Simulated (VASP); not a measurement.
# SiMo6 in VASP: a series of runs

SiMo6 is run at these levels: PBEsol; tasks: single point, relaxation of the atoms.

Program: VASP 6.6.1. These are calculated values, not measurements. Logs are shortened: lines on timing, memory, paths and dates and some standing lists are left out, and cuts for length are marked.

## Step 1: The cell of the first run

The cell holds a slab with vacuum, 7 atoms: a = 4.426 Å, b = 4.426 Å, c = 19.725 Å, α = 90.00°, β = 90.00°, γ = 120.00°.

## Step 2: Single point, PBEsol

Contents of INCAR:

```
  PREC = Accurate
  ENCUT = 520
  EDIFF = 1E-7
  ISMEAR = 0
  SIGMA = 0.1
  LREAL = False
  LASPH = True
  NELM = 80
  ALGO = Normal
  ISIF = 2
  LWAVE = False
  LCHARG = False
  LDIPOL = True
  IDIPOL = 3
  DIPOL = 0.5 0.5 0.334
  GGA = PS
  NBANDS = 53
```

Contents of KPOINTS:

```
regular mesh
0
Gamma
  6 6 1
```

Contents of POSCAR:

```
SiMo6
1.0
    4.4256825773      0.0000000000      0.0000000000
   -2.2128412886      3.8327535410      0.0000000000
    0.0000000000      0.0000000000     19.7247696212
Mo Si
6 1
Direct
    0.6666666667      0.3333333333      0.2027907082
    0.3333333333      0.6666666667      0.2485904154
    0.0000000000      0.0000000000      0.2943901226
    0.6666666667      0.3333333333      0.3368101106
    0.3333333333      0.6666666667      0.3772266206
    0.0000000000      0.0000000000      0.4169767140
    0.6666666667      0.3333333333      0.4610168079
```

Potentials or basis: VASP PAW PBE potentials, release 64 (Mo_sv, Si).

The run is started by

```console
cat potpaw_PBE.64/Mo_sv/POTCAR potpaw_PBE.64/Si/POTCAR > POTCAR
mpirun -np 1 vasp_std > vasp.out
```

OUTCAR:

```text
PREC = Accurate
   ENCUT = 520
   EDIFF = 1E-7
   ISMEAR = 0
   LREAL = False
   LASPH = True
   NELM = 80
   ISIF = 2
   GGA = PS

 ion  position               nearest neighbor table
   1  0.667  0.333  0.203-   4 2.64   2 2.71   2 2.71   2 2.71   3 3.13   3 3.13   3 3.13
   2  0.333  0.667  0.249-   5 2.54   3 2.71   1 2.71   1 2.71   3 2.71   3 2.71   1 2.71   4 3.09
                             4 3.09   4 3.09
   3  0.000  0.000  0.294-   6 2.42   4 2.69   4 2.69   4 2.69   2 2.71   2 2.71   2 2.71   5 3.03
                             5 3.03   5 3.03   1 3.13   1 3.13   1 3.13
   4  0.667  0.333  0.337-   7 2.45   1 2.64   5 2.68   5 2.68   5 2.68   3 2.69   3 2.69   3 2.69
                             6 3.00   6 3.00   6 3.00   2 3.09   2 3.09   2 3.09
   5  0.333  0.667  0.377-   2 2.54   6 2.67   6 2.67   6 2.67   4 2.68   4 2.68   4 2.68   3 3.03
                             3 3.03   3 3.03   7 3.04   7 3.04   7 3.04
   6  0.000  0.000  0.417-   3 2.42   5 2.67   5 2.67   5 2.67   7 2.70   7 2.70   7 2.70   4 3.00
                             4 3.00   4 3.00
   7  0.667  0.333  0.461-   4 2.45   6 2.70   6 2.70   6 2.70   5 3.04   5 3.04   5 3.04

  LATTYP: Found a hexagonal cell.
 ALAT       =     4.4256825773
 C/A-ratio  =     4.4568875595

  Lattice vectors:

 A1 = (   4.4256825773,   0.0000000000,   0.0000000000)
 A2 = (  -2.2128412886,   3.8327535410,   0.0000000000)
 A3 = (   0.0000000000,   0.0000000000,  19.7247696212)

Analysis of symmetry for initial positions (statically):
=====================================================================
 Subroutine PRICEL returns:
 Original cell was already a primitive cell.

 Routine SETGRP: Setting up the symmetry group for a
 hexagonal supercell.

 Subroutine GETGRP returns: Found  6 space group operations
 (whereof  6 operations were pure point group operations)
 out of a pool of 24 trial point group operations.

The static configuration has the point symmetry C_3v.

Analysis of symmetry for dynamics (positions and initial velocities):
=====================================================================
 Subroutine PRICEL returns:
 Original cell was already a primitive cell.

 Routine SETGRP: Setting up the symmetry group for a
 hexagonal supercell.

 Subroutine GETGRP returns: Found  6 space group operations
 (whereof  6 operations were pure point group operations)
 out of a pool of 24 trial point group operations.

The dynamic configuration has the point symmetry C_3v.

 Subroutine INISYM returns: Found  6 space group operations
 (whereof  6 operations are pure point group operations),
 and found     1 'primitive' translations

[... 102 lines left out ...]
   EFERMI_NEDOS =   21; number of points for ismear=-14 and -15
   IALGO  =     38    algorithm
   IMIX   =      4    mixing-type and parameters
     AMIX     =   0.40;   BMIX     =  1.00
     AMIX_MAG =   1.60;   BMIX_MAG =  1.00
  volume/ion in A,a.u.               =      47.80       322.55
  Fermi-wavevector in a.u.,A,eV,Ry     =   1.048901  1.982136 14.969052  1.100194
  Thomas-Fermi vector in A             =   2.183842
   LORBIT       =      0    0 simple, 1 ext, 2 COOP (PROOUT), +10 PAW based schemes
   GGA     = PS    functional components
   LHFCALC =     F    Hartree Fock is set to
   AEXX    =    0.0000 exact exchange contribution
   IVDW    =     0    specifies the selected vdW correction
   LEPSILON=     F    determine dielectric tensor
   LRPA    =     F    only Hartree local field effects (RPA)
 non-spin polarized calculation
 Gauss-broadening in eV      SIGMA  =   0.10
  energy-cutoff  :      520.00
  volume of cell :      334.58
 maximum number of plane-waves:      9055
 NGX is ok and might be reduce to    36
   NGX = 17   NGY = 17   NGZ = 73

 dipolmoment           0.000000      0.000000     -0.040388 electrons x Angstroem

 number of electron      88.0000013 magnetization

 dipolmoment           0.000000      0.000000      0.148043 electrons x Angstroem

 Free energy of the ion-electron system (eV)
  ---------------------------------------------------
  ext. energy  EPLUGINS =         0.00000000
  ---------------------------------------------------
  free energy    TOTEN  =       -70.61876346 eV

  energy without entropy =      -70.57924177  energy(sigma->0) =      -70.59900261

 E-fermi :   1.0038     XC(G=0):  -5.2801

 val. band max:        0.9974023196   @ k =   0.1667   0.0000   0.0000
 cond. band min:       1.0113716515   @ k =   0.1667   0.1667   0.0000
 fundamental gap:      0.0139693318
 Fermi energy:         1.0037850635

 k-point     1 :       0.0000    0.0000    0.0000
  band No.  band energies     occupation
      1     -60.0548      2.00000
      2     -59.8164      2.00000
      3     -59.7316      2.00000
      4     -59.7089      2.00000
      5     -59.5539      2.00000
      6     -59.4233      2.00000
[... 381 lines left out ...]
     52       2.6952      0.00000
     53       2.9373      0.00000

------------------------ aborting loop because EDIFF is reached ----------------------------------------

 vacuum level on the upper side and lower side of the slab       (xc-potential included)         0.763        -0.820

  FORCE on cell =-STRESS in cart. coord.  units (eV):
  Direction    XX          YY          ZZ          XY          YZ          ZX
  --------------------------------------------------------------------------------------
  -------------------------------------------------------------------------------------
  Total       -5.3288823     -5.3288823      1.5926451     -0.0000000      0.0000000     -0.0000000
  in kB      -25.5178229    -25.5178229      7.6265216     -0.0000000      0.0000000     -0.0000000
  external PRESSURE =     -14.4697081 kB  Pullay stress =       0.0000000 kB

 VOLUME and BASIS-vectors are now :
 -----------------------------------------------------------------------------
  energy-cutoff  :      520.00
  volume of cell :      334.58
      direct lattice vectors                 reciprocal lattice vectors
     4.425682577  0.000000000  0.000000000     0.225953846  0.130454514  0.000000000
    -2.212841289  3.832753541  0.000000000     0.000000000  0.260909028  0.000000000
     0.000000000  0.000000000 19.724769621     0.000000000  0.000000000  0.050697677

 POSITION                                       TOTAL-FORCE (eV/Angst)
 -----------------------------------------------------------------------------------
      2.21284      1.27758      4.00000        -0.000000      0.000000      2.321769
     -0.00000      2.55517      4.90339         0.000000      0.000000     -1.063915
      0.00000      0.00000      5.80678         0.000000      0.000000     -2.007606
      2.21284      1.27758      6.64350        -0.000000     -0.000000     -3.072356
     -0.00000      2.55517      7.44071         0.000000     -0.000000      2.337596
      0.00000      0.00000      8.22477        -0.000000      0.000000      1.459839
      2.21284      1.27758      9.09345        -0.000000      0.000000      0.024673
 -----------------------------------------------------------------------------------
    total drift:                               -0.000000     -0.000000     -0.000305

  FREE ENERGIE OF THE ION-ELECTRON SYSTEM (eV)
  ---------------------------------------------------
  free  energy   TOTEN  =       -70.6187634567 eV

  energy  without entropy=      -70.5792417709  energy(sigma->0) =      -70.59900261

 vacuum level on the upper side and lower side of the slab         6.037         4.425
```

stdout:

```text
POSCAR found type information on POSCAR MoSi
 POSCAR found :  2 types and       7 ions
 scaLAPACK will be used
 -----------------------------------------------------------------------------
|                                                                             |
|                                                                             |
|     You enforced a specific xc type in the INCAR file but a different       |
|     I HOPE YOU KNOW WHAT YOU ARE DOING!                                     |
|                                                                             |
 -----------------------------------------------------------------------------

 LDA part: xc-table for (Slater+PW92), standard interpolation
 POSCAR, INCAR and KPOINTS ok, starting setup
 FFT: planning ... GRIDC
 FFT: planning ... GRID_SOFT
 FFT: planning ... GRID
 WAVECAR not read
 entering main loop
```

Wall time 3.4 min (1 thread of Intel Xeon 6975P-C (Granite Rapids), shared host); peak memory 0.5 GiB.

Results:

* Free energy: -70.6188 eV
* Largest force: 3.072 eV/Å
* Band gap on the k mesh: zero (bands 44 and 45 overlap by 0.38 eV)

Forces on the atoms (eV/Å):
```
Mo   0.000  0.000  2.322
Mo   0.000  0.000 -1.064
Mo   0.000  0.000 -2.008
Mo   0.000  0.000 -3.072
Mo   0.000  0.000  2.338
Mo   0.000  0.000  1.460
Si   0.000  0.000  0.025
```

Caveat: the PAW data sets were made with another functional, which shifts forces and pressure a little.

## Step 3: Relaxation of the atoms, PBEsol

Contents of INCAR:

```
SYSTEM = SiMo6
PREC = Accurate ; ENCUT = 520
EDIFF = 1E-6 ; ISMEAR = 0
SIGMA = 0.1 ; LREAL = .False.
LASPH = .True. ; NELM = 60
ALGO = Fast ; ISIF = 2
LWAVE = .False. ; LCHARG = .False.
LDIPOL = .True. ; IDIPOL = 3
DIPOL = 0.5 0.5 0.332 ; GGA = PS
IBRION = 2 ; NSW = 36
EDIFFG = -0.025
```

Contents of KPOINTS:

```
regular mesh
0
Gamma
  6 6 1
  0 0 0
```

Contents of POSCAR:

```
SiMo6
1.0
    4.4256825773      0.0000000000      0.0000000000
   -2.2128412886      3.8327535410      0.0000000000
    0.0000000000      0.0000000000     19.7247696212
Mo Si
6 1
Selective dynamics
Direct
    0.6666666667      0.3333333333      0.2027907082  F F F
    0.3333333333      0.6666666667      0.2485904154  F F F
    0.0000000000      0.0000000000      0.2943901226  F F F
    0.6666666667      0.3333333333      0.3368101106  F F F
    0.3333333333      0.6666666667      0.3772266206  F F F
    0.0000000000      0.0000000000      0.4169767140  F F F
    0.6666666667      0.3333333333      0.4463813667  F F T
```

Potentials or basis: VASP PAW PBE potentials, release 64 (Mo_sv, Si).

The run is started by

```console
cat potpaw_PBE.64/Mo_sv/POTCAR potpaw_PBE.64/Si/POTCAR > POTCAR
mpirun -np 1 vasp_std > vasp.out
```

Wall time 13 min (1 thread of Oxide Virtual Turin-like, shared host); peak memory 0.49 GiB.

The run converged. Its results:

```yaml
Free_energy: -70.6188 eV
Energy_gained_by_relaxing: 86.8 meV/atom
Ionic_steps: 4
Band_gap_on_the_k_mesh: zero (bands 44 and 45 overlap by 0.38 eV)
```

The path:
```tsv
step	energy change (eV)	largest force on free atoms (eV/Å)	pressure (GPa)
1	0.0000	4.8676	0.75
2	-0.5898	0.6452	-1.13
3	-0.6070	0.0868	-1.51
4	-0.6074	0.0064	-1.46
```

Final structure:
```
Mo Si
1.0
     4.42568    0.00000    0.00000
    -2.21284    3.83275    0.00000
     0.00000    0.00000   19.72477
Mo Si
6 1
Direct
  0.66667 0.33333 0.20279
  0.33333 0.66667 0.24859
  0.00000 0.00000 0.29439
  0.66667 0.33333 0.33681
  0.33333 0.66667 0.37723
  0.00000 0.00000 0.41698
  0.66667 0.33333 0.46117
```

Levels at points of the mesh, in eV from the Fermi level:
```
           k point  band 42  band 43  band 44  band 45  band 46  band 47
(0.00, 0.00, 0.00)    -1.26    -0.79     0.39     0.57     0.57     1.23
(0.50, 0.00, 0.00)    -0.73    -0.43    -0.14     0.10     0.35     0.89
```

Caveat: the PAW data sets were made with another functional, which shifts forces and pressure a little.

## Step 4: Relaxation of the atoms, PBEsol

Contents of INCAR:

```
SYSTEM = SiMo6
PREC = Accurate
ENCUT = 520
EDIFF = 1E-7
ISMEAR = 0
SIGMA = 0.1
LREAL = .False.
LASPH = .True.
NELM = 60
ALGO = Fast
ISIF = 2
LWAVE = .False.
LCHARG = .False.
LDIPOL = .True.
IDIPOL = 3
DIPOL = 0.5 0.5 0.347
GGA = PS
IBRION = 2
NSW = 36
EDIFFG = -0.025
```

KPOINTS is that of step 3.

Changes to POSCAR since step 3:

```diff
@@ -15,2 +15,2 @@
     0.0000000000      0.0000000000      0.4169767140  F F F
-    0.6666666667      0.3333333333      0.4463813667  F F T
+    0.0000000000      0.0000000000      0.5518325349  F F T
```

The run is started by

```console
cat potpaw_PBE.64/Mo_sv/POTCAR potpaw_PBE.64/Si/POTCAR > POTCAR
mpirun -np 1 vasp_std > vasp.out
```

It took 27 min on 1 thread of Oxide Virtual Turin-like, shared host; peak memory 0.49 GiB.

It converged, with:

```
Free energy               : -66.9819 eV
Energy gained by relaxing : 39.7 meV/atom
Ionic steps               : 6
Band gap on the k mesh    : zero (bands 44 and 45 overlap by 0.03 eV)
```

Step by step:
```tsv
step	energy change (eV)	largest force on free atoms (eV/Å)	pressure (GPa)
1	0.0000	1.4051	-3.05
2	-0.0902	1.2466	-2.93
3	-0.2672	0.3785	-2.38
4	-0.2726	0.3048	-2.03
5	-0.2777	0.0354	-2.20
6	-0.2777	0.0149	-2.18
```

Final structure:
```
Mo Si
1.0
     4.42568    0.00000    0.00000
    -2.21284    3.83275    0.00000
     0.00000    0.00000   19.72477
Mo Si
6 1
Direct
  0.66667 0.33333 0.20279
  0.33333 0.66667 0.24859
  0.00000 0.00000 0.29439
  0.66667 0.33333 0.33681
  0.33333 0.66667 0.37723
  0.00000 0.00000 0.41698
  0.00000 0.00000 0.53527
```

Levels at points of the mesh, in eV from the Fermi level:
```csv
k point,band 42,band 43,band 44,band 45,band 46,band 47
"(0.00, 0.00, 0.00)",-1.16,-1.16,-0.18,0.37,0.37,0.94
"(0.50, 0.00, 0.00)",-0.69,-0.25,-0.05,0.12,0.41,0.51
```

Caveat: the PAW data sets were made with another functional, which shifts forces and pressure a little.

## Step 5: Summary

```tsv
task	cell	atoms held fixed (from 0)	gap on the mesh (eV)
single point	a = 4.426, b = 4.426, c = 19.725 Å, angles 90.0, 90.0, 120.0°, 7 atoms, atomic positions A	-	none
relaxation of the atoms	atoms relaxed from a = 4.426, b = 4.426, c = 19.725 Å, angles 90.0, 90.0, 120.0°, 7 atoms, atomic positions B	[0, 1, 2, 3, 4, 5, 6]	none
relaxation of the atoms	atoms relaxed from a = 4.426, b = 4.426, c = 19.725 Å, angles 90.0, 90.0, 120.0°, 7 atoms, atomic positions C	[0, 1, 2, 3, 4, 5, 6]	none
```

Alike in all rows: level PBEsol; potentials or basis VASP PAW PBE potentials, release 64 (Mo_sv, Si); no spin polarisation; k mesh 6 × 6 × 1; cutoff (eV) 520; smearing gaussian 0.1 eV.

Caveats: the PAW data sets were made with another functional, which shifts forces and pressure a little.

Total energies depend on the potentials used, so only differences within one code and one set of settings carry meaning.
